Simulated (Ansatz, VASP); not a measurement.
**One calculation of CO2, two programs**

```
C O
1.0
     7.34342    0.00000    0.00000
     0.00000    7.34342    0.00000
     0.00000    0.00000    7.34342
C O
6 12
Cartesian
  2.4574 2.8231 3.0406
  4.6865 1.5449 6.4427
  0.5694 7.1798 6.6464
  1.8157 3.5392 6.7528
  6.2797 3.8808 1.7046
  0.4381 6.6883 2.9445
  1.7943 2.2393 2.2743
  3.1176 3.4064 3.8049
  4.2564 1.8465 7.4904
  5.1053 1.2469 5.3957
  1.3084 6.8548 5.8023
  -0.1719 7.4957 7.4948
  2.3454 4.4014 7.3359
  1.2831 2.6803 6.1634
  6.1743 3.5803 2.8263
  6.3885 4.1930 0.5818
  1.2784 5.9474 2.5996
  -0.4095 7.4146 3.2867
```

Alike in both runs: functional PBE; dispersion D3(BJ); k mesh 1 × 1 × 1; occupations fermi-dirac, width 0.05 eV; no spin polarisation.

Ansatz relaxed the structure, and its values are those at the end. VASP's run is a single point on that final structure, the one shown.

|  | VASP | Ansatz |
| --- | --- | --- |
| version | VASP 6.6.1 | Ansatz 0.2.0 |
| potentials or method | VASP PAW PBE potentials, release 64 (C_h, O_h), cutoff 1000 eV | scalar-relativistic, plane waves, PAW |
| valence electrons in the cell | 96 | 96 |

```csv
,VASP,Ansatz,Ansatz less VASP
gap on the k mesh at the Fermi level (eV),6.52,6.52,-0.001
rms of the force components (eV/Å),0.065,0.061,-0.0045
```

Ansatz's warnings: xc potential rough in thin density.
